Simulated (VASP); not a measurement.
# CsH (Fm-3m) in VASP: settings compared, part 2 of 2

VASP 6.6.1. The steps go on from the part before.

**4. Single point, HSE06**

POSCAR reads:

```
CsH
1.0
    0.0000000000      3.1892011639      3.1892011639
    3.1892011639      0.0000000000      3.1892011639
    3.1892011639      3.1892011639      0.0000000000
Cs H
1 1
Direct
    0.0000000000      0.0000000000      0.0000000000
    0.5000000000      0.5000000000      0.5000000000
```

INCAR.step1 reads:

```
PREC = Accurate ; ENCUT = 520
EDIFF = 1E-5 ; ISMEAR = 0
SIGMA = 0.01 ; LREAL = False
LASPH = True ; NELM = 60
ALGO = Normal ; ISIF = 2
LWAVE = True ; LCHARG = False
GGA = PE ; NBANDS = 12
```

INCAR.step2 reads:

```
PREC = Accurate ; ENCUT = 520
EDIFF = 1E-7 ; ISMEAR = 0
SIGMA = 0.01 ; LREAL = False
LASPH = True ; NELM = 60
ALGO = Normal ; ISIF = 2
LWAVE = False ; LCHARG = False
GGA = PE ; LHFCALC = True
HFSCREEN = 0.2079 ; PRECFOCK = Normal
ISTART = 1 ; NBANDS = 12
```

KPOINTS reads:

```
Automatic mesh
0
Gamma
  4 4 4
```

Potentials or basis: VASP PAW PBE potentials, release 64 (Cs_sv, H).

The run is started by

```bash
> cat potpaw_PBE.64/Cs_sv/POTCAR potpaw_PBE.64/H/POTCAR > POTCAR
> cp INCAR.step1 INCAR
> mpirun -np 1 vasp_std > vasp.out
> cp INCAR.step2 INCAR
> mpirun -np 1 vasp_std > vasp.out
```

OUTCAR:

```text
PREC = Accurate
   ENCUT = 520
   EDIFF = 1E-7
   ISMEAR = 0
   LREAL = False
   LASPH = True
   NELM = 60
   ISIF = 2
   GGA = PE
   LHFCALC = True
   HFSCREEN = 0.2079
   PRECFOCK = Normal
   ISTART = 1

 ion  position               nearest neighbor table
   1  0.000  0.000  0.000-
   2  0.500  0.500  0.500-

  LATTYP: Found a face centered cubic cell.
 ALAT       =     6.3784023278

  Lattice vectors:

 A1 = (   0.0000000000,   3.1892011639,   3.1892011639)
 A2 = (   3.1892011639,   0.0000000000,   3.1892011639)
 A3 = (   3.1892011639,   3.1892011639,   0.0000000000)

Analysis of symmetry for initial positions (statically):
=====================================================================
 Subroutine PRICEL returns:
 Original cell was already a primitive cell.

 Routine SETGRP: Setting up the symmetry group for a
 face centered cubic supercell.

 Subroutine GETGRP returns: Found 48 space group operations
 (whereof 48 operations were pure point group operations)
 out of a pool of 48 trial point group operations.

The static configuration has the point symmetry O_h .

Analysis of symmetry for dynamics (positions and initial velocities):
=====================================================================
 Subroutine PRICEL returns:
 Original cell was already a primitive cell.

 Routine SETGRP: Setting up the symmetry group for a
 face centered cubic supercell.

 Subroutine GETGRP returns: Found 48 space group operations
 (whereof 48 operations were pure point group operations)
 out of a pool of 48 trial point group operations.

The dynamic configuration has the point symmetry O_h .

 Subroutine INISYM returns: Found 48 space group operations
 (whereof 48 operations are pure point group operations),
 and found     1 'primitive' translations

[... 111 lines left out ...]
   HFSCREENC=   0.2079 screening length for correlation (either q_TF or 0.3 A-1)
   ENCUTFOCK=  -1.0 apply spherical cutoff to Coloumb kernel
   IVDW    =     0    specifies the selected vdW correction
   LEPSILON=     F    determine dielectric tensor
   LRPA    =     F    only Hartree local field effects (RPA)
 non-spin polarized calculation
 Gauss-broadening in eV      SIGMA  =   0.01
  energy-cutoff  :      520.00
  volume of cell :       64.87
 maximum number of plane-waves:      1807
 NGX is ok and might be reduce to    36
  NGX = 28; NGY = 28; NGZ = 28

 number of electron       9.9999999 magnetization

 Free energy of the ion-electron system (eV)
  ---------------------------------------------------
  ext. energy  EPLUGINS =         0.00000000
  ---------------------------------------------------
  free energy    TOTEN  =        -5.20237633 eV

  energy without entropy =       -5.20237633  energy(sigma->0) =       -5.20237633

 E-fermi :  -0.4470     XC(G=0):  -6.0743

 val. band max:       -0.5634440263   @ k =   0.5000   0.0000   0.0000
 cond. band min:       2.6838596741   @ k =   0.5000   0.0000   0.0000
 fundamental gap:      3.2473037005
 Fermi energy:        -0.4469836362

 k-point     1 :       0.0000    0.0000    0.0000
  band No.  band energies     occupation
      1     -23.4632      2.00000
      2      -8.8976      2.00000
      3      -8.8976      2.00000
      4      -8.8976      2.00000
      5      -2.3363      2.00000
      6       5.7895      0.00000
      7       5.7895      0.00000
      8       5.7895      0.00000
      9       6.4208      0.00000
     10       7.6477      0.00000
     11       7.6477      0.00000
     12       9.4506      0.00000
[... 91 lines left out ...]
 k-point     8 :      -0.2500    0.5000    0.2500
  band No.  band energies     occupation
      1     -23.3503      2.00000
      2      -9.4092      2.00000
      3      -9.4092      2.00000
      4      -9.2341      2.00000
      5      -1.3292      2.00000
      6       4.6769      0.00000
      7       4.6769      0.00000
      8       5.7634      0.00000
      9       9.0940      0.00000
     10       9.6274      0.00000
     11       9.6274      0.00000
     12       9.6580      0.00000

------------------------ aborting loop because EDIFF is reached ----------------------------------------

  FORCE on cell =-STRESS in cart. coord.  units (eV):
  Direction    XX          YY          ZZ          XY          YZ          ZX
  --------------------------------------------------------------------------------------
  -------------------------------------------------------------------------------------
  Total        0.0504475      0.0504475      0.0504475      0.0000000      0.0000000     -0.0000000
  in kB        1.2458747      1.2458747      1.2458747      0.0000000      0.0000000     -0.0000000
  external PRESSURE =       1.2458747 kB  Pullay stress =       0.0000000 kB

 VOLUME and BASIS-vectors are now :
 -----------------------------------------------------------------------------
  energy-cutoff  :      520.00
  volume of cell :       64.87
      direct lattice vectors                 reciprocal lattice vectors
     0.000000000  3.189201164  3.189201164    -0.156779072  0.156779072  0.156779072
     3.189201164  0.000000000  3.189201164     0.156779072 -0.156779072  0.156779072
     3.189201164  3.189201164  0.000000000     0.156779072  0.156779072 -0.156779072

 POSITION                                       TOTAL-FORCE (eV/Angst)
 -----------------------------------------------------------------------------------
      0.00000      0.00000      0.00000         0.000000      0.000000     -0.000000
      3.18920      3.18920      3.18920        -0.000000     -0.000000      0.000000
 -----------------------------------------------------------------------------------
    total drift:                                0.000000      0.000000      0.000000

  FREE ENERGIE OF THE ION-ELECTRON SYSTEM (eV)
  ---------------------------------------------------
  free  energy   TOTEN  =        -5.2023763308 eV

  energy  without entropy=       -5.2023763308  energy(sigma->0) =       -5.20237633
```

OUTCAR.step1:

```text
PREC = Accurate
   ENCUT = 520
   EDIFF = 1E-5
   ISMEAR = 0
   LREAL = False
[... 326 lines left out ...]
      0.00000      0.00000      0.00000         0.000000      0.000000      0.000000
      3.18920      3.18920      3.18920        -0.000000      0.000000      0.000000
 -----------------------------------------------------------------------------------
    total drift:                               -0.000000      0.000000      0.000000

  FREE ENERGIE OF THE ION-ELECTRON SYSTEM (eV)
  ---------------------------------------------------
  free  energy   TOTEN  =        -4.5487154545 eV

  energy  without entropy=       -4.5487154545  energy(sigma->0) =       -4.54871545
```

Run time: 10 min. Hardware: 1 thread of Intel Xeon 8259CL, shared host; peak memory 0.31 GiB.

What came out:

- Free energy: -5.2024 eV
- Pressure: 0.1 GPa
- Band gap on the k mesh: 3.25 eV

Caveat: the k points lie up to 0.43 Å⁻¹ apart; the PAW data sets were made with another functional, which shifts forces and pressure a little; spin-orbit coupling is left out, which moves the levels of the heavy elements. A k mesh can miss the band edges.

**5. The runs side by side**

```csv
level,k mesh,grid for exact exchange (PRECFOCK),share of exact exchange,screening parameter,gap on the mesh (eV),pressure (GPa)
r2SCAN,4 × 4 × 4,-,-,-,2.66,0.0
r2SCAN,6 × 6 × 6,-,-,-,2.66,0.0
HSE06,4 × 4 × 4,Normal,0.25,0.2079 1/Å,3.25,0.1
```

Alike in all rows: task single point; potentials or basis VASP PAW PBE potentials, release 64 (Cs_sv, H); no spin polarisation; cell as given; cutoff (eV) 520; smearing gaussian 0.01 eV.

Caveats: some runs use coarse meshes; the PAW data sets were made with another functional, which shifts forces and pressure a little; spin-orbit coupling is left out, which moves the levels of the heavy elements.

Total energies depend on the potentials used, so only differences within one code and one set of settings carry meaning.
